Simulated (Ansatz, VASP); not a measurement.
**HfO2 in VASP and in Ansatz**

```
CELL_PARAMETERS angstrom
4.88071 0.00000 0.00000
0.00000 4.88071 0.00000
0.00000 0.00000 3.23750
ATOMIC_POSITIONS crystal
Hf 0.00000 0.00000 0.00000
Hf 0.50000 0.50000 0.50000
O 0.19482 0.80518 0.50000
O 0.30518 0.30518 0.00000
O 0.69482 0.69482 0.00000
O 0.80518 0.19482 0.50000
```

Alike in both runs: functional PBE; k mesh 6 × 6 × 8; no spin polarisation.

Ansatz relaxed the structure, and its values are those at the end. VASP's run is a single point on that final structure, the one shown.

```csv
,VASP,Ansatz
version,VASP 6.6.1,Ansatz 0.2.0
potentials or method,"VASP PAW PBE potentials, release 64 (Hf_pv, O), cutoff 520 eV","scalar-relativistic, plane waves, PAW"
occupations,"gaussian, width 0.01 eV",fixed
valence electrons in the cell,44,76
```

VASP gave:

- gap on the k mesh at the Fermi level (eV): 3.84
- least direct gap on the mesh (eV): 3.84
- pressure (GPa): -2.7
- rms of the force components (eV/Å): 0.024

Which values does Ansatz return?

gap on the k mesh at the Fermi level (eV): 3.90; least direct gap on the mesh (eV): 3.90; pressure (GPa): 0.0; rms of the force components (eV/Å): 0.001.

VASP's potentials hold 44 valence electrons a cell and Ansatz's 76, so a difference there can come from the potentials and not from the codes.

Spin-orbit coupling is off throughout.
